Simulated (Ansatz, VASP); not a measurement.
One calculation of Ga2F3, two programs

```
CELL_PARAMETERS angstrom
4.20483 0.00000 0.00000
-2.10241 3.64149 0.00000
0.00000 0.00000 4.76127
ATOMIC_POSITIONS crystal
Ga 0.33333 0.66667 0.19075
Ga 0.66667 0.33333 0.80925
F 0.00000 0.00000 0.00000
F 0.33333 0.66667 0.59744
F 0.66667 0.33333 0.40256
```

Alike in both runs: functional PBE; k mesh 6 × 6 × 4; occupations gaussian, width 0.1 eV; no spin polarisation.

Ansatz relaxed the structure, and its values are those at the end. VASP's run is a single point on that final structure, the one shown.

|  | VASP | Ansatz |
| --- | --- | --- |
| version | VASP 6.6.1 | Ansatz 0.2.0 |
| potentials or method | VASP PAW PBE potentials, release 64 (Ga_d, F), cutoff 520 eV | scalar-relativistic, plane waves, PAW |
| valence electrons in the cell | 47 | 47 |

|  | VASP | Ansatz | Ansatz less VASP |
| --- | --- | --- | --- |
| gap on the k mesh at the Fermi level (eV) | none | none | - |
| pressure (GPa) | 0.1 | 0.0 | -0.09 |
| rms of the force components (eV/Å) | 0.054 | 0.002 | -0.0526 |

A gap of «none» marks a metal or a gap that the smearing closes.
